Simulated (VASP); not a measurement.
Runs of VASP 6.6.1 on HfIn4SiO6. The structure is that of space group P312 (No. 149), or close to it. The cells are those of the table. 

```tsv
level	cell	k mesh	grid for exact exchange (PRECFOCK)	share of exact exchange	screening parameter	gap on the mesh (eV)	pressure (GPa)	largest force (eV/Å)
RPBE	a = 5.336, b = 5.336, c = 11.826 Å, angles 90.0, 90.0, 120.0°, 12 atoms	4 × 4 × 2	-	-	-	0.78	-0.4	0.14
BLYP	a = 5.353, b = 5.353, c = 12.085 Å, angles 90.0, 90.0, 120.0°, 12 atoms	4 × 4 × 2	-	-	-	0.94	-0.1	0.13
PBE+D4	a = 5.220, b = 5.220, c = 10.062 Å, angles 90.0, 90.0, 120.0°, 12 atoms	4 × 4 × 2	-	-	-	none	-0.4	0.15
r2SCAN+rVV10	a = 5.149, b = 5.149, c = 9.918 Å, angles 90.0, 90.0, 120.0°, 12 atoms	4 × 4 × 2	-	-	-	none	(b)	(c)
r2SCAN+D4	a = 5.157, b = 5.157, c = 9.976 Å, angles 90.0, 90.0, 120.0°, 12 atoms	4 × 4 × 2	-	-	-	none	-0.3	0.20
PBE-based screened hybrid	a = 5.277, b = 5.277, c = 10.559 Å, angles 90.0, 90.0, 120.0°, 12 atoms	3 × 3 × 1	Fast	0.25	0.3 1/Å	0.11	-3.3	(a)
PBE+D4	a = 5.220, b = 5.220, c = 10.031 Å, angles 90.0, 90.0, 120.0°, 12 atoms	4 × 4 × 2	-	-	-	none	-0.4	0.15
PBE+D3(BJ)	a = 5.218, b = 5.218, c = 9.999 Å, angles 90.0, 90.0, 120.0°, 12 atoms	4 × 4 × 2	-	-	-	none	-0.4	0.16
```

Alike in all rows: task single point; potentials or basis VASP PAW PBE potentials, release 64 (Hf_pv, In_d, Si, O); no spin polarisation; cutoff (eV) 520; smearing fermi-dirac 0.05 eV.

Q: Fill in the values left out.

A: (a) 0.30; (b) -0.2; (c) 0.19.

Caveats: some runs use coarse meshes; spin-orbit coupling is left out, which moves the levels of the heavy elements; the PAW data sets were made with another functional, which shifts forces and pressure a little (some runs); pairwise dispersion overbinds metals, which lowers pressure and volume (some runs).

A k mesh can miss the band edges, and the runs leave out spin-orbit coupling on Hf, In.

A gap of «none» marks levels without a gap at the run's occupations.
